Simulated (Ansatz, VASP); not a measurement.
# Be2H in VASP and in Ansatz

```xyz
6
Lattice="3.5698 0.0000 0.0000 1.3872 3.3591 0.0000 1.4802 0.8983 3.4944" Properties=species:S:1:pos:R:3 pbc="T T T"
Be    4.0651    3.5397    2.7902
Be    2.3089    2.7640    1.5430
Be    2.3720    0.7177    0.7042
Be    4.1283    1.4934    1.9514
H     1.5316    2.0529    0.5099
H     4.9056    2.2045    2.9845
```

Alike in both runs: task relaxation of cell and atoms; functional PBE; k mesh 6 × 6 × 6; occupations gaussian, width 0.1 eV; no spin polarisation.

```csv
,VASP,Ansatz
version,VASP 6.6.1,Ansatz 0.2.0
potentials or method,"VASP PAW PBE potentials, release 64 (Be, H), cutoff 600 eV","scalar-relativistic, plane waves, PAW"
valence electrons in the cell,10,10
```

VASP gave:

- gap on the k mesh at the Fermi level, each at its own relaxed structure (eV): none
- relaxed volume (Å³/atom): 7.02
- relaxed cell length with the largest relative difference (Å): 3.564

Question: Which values does Ansatz return?

Answer: gap on the k mesh at the Fermi level, each at its own relaxed structure (eV): none; relaxed volume (Å³/atom): 7.03; relaxed cell length with the largest relative difference (Å): 3.558.

A gap of «none» marks a metal or a gap that the smearing closes.
